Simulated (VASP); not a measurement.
Here is a VASP 6.6.1 calculation.

File INCAR:

```
ALGO     = Normal         # electronic algorithm
EDIFF    = 1E-6           # SCF threshold, eV
ENCUT    = 520            # plane-wave cutoff, eV
GGA      = PE             # functional
ISIF     = 2              # what is computed and relaxed
ISMEAR   = 0              # smearing method
LASPH    = T              # aspherical terms in the spheres
LCHARG   = T              # write CHGCAR
LELF     = T              # ELF
LREAL    = F              # projectors in reciprocal space
LVHAR    = T            
LWAVE    = F              # write WAVECAR
NBANDS   = 26             # bands
NELM     = 80             # most SCF steps
PREC     = Accurate       # precision mode
SIGMA    = 0.05           # smearing width, eV
```

File KPOINTS:

```
k-points
0
Gamma
  6 6 10
```

File POSCAR:

```
BN
1.0
    4.5222000000      0.0000000000      0.0000000000
    0.0000000000      4.5222000000      0.0000000000
    0.0000000000      0.0000000000      2.2433000000
B N
4 4
Direct
    0.1742811368      0.8257188632      0.5000000000
    0.3257188632      0.3257188632      0.0000000000
    0.6742811368      0.6742811368      0.0000000000
    0.8257188632      0.1742811368      0.5000000000
    0.8126115048      0.8126115048      0.5000000000
    0.3126115048      0.6873884952      0.0000000000
    0.6873884952      0.3126115048      0.0000000000
    0.1873884952      0.1873884952      0.5000000000
```

Potentials or basis: VASP PAW PBE potentials, release 64 (B, N).

Command:

```bash
$ cat potpaw_PBE.64/B/POTCAR potpaw_PBE.64/N/POTCAR > POTCAR
$ mpirun -np 1 vasp_std > vasp.out
```

(1) Estimate the largest force.

(2) Estimate the pressure.

(3) Predict the band gap on the k mesh.

Results:

(1) 1.658 eV/Å.

(2) 49.4 GPa.

(3) 3.90 eV, indirect (least direct gap 5.08 eV).

Caveat: forces of over 1 eV/Å act on the atoms, so gaps and moduli don't describe the material at rest.
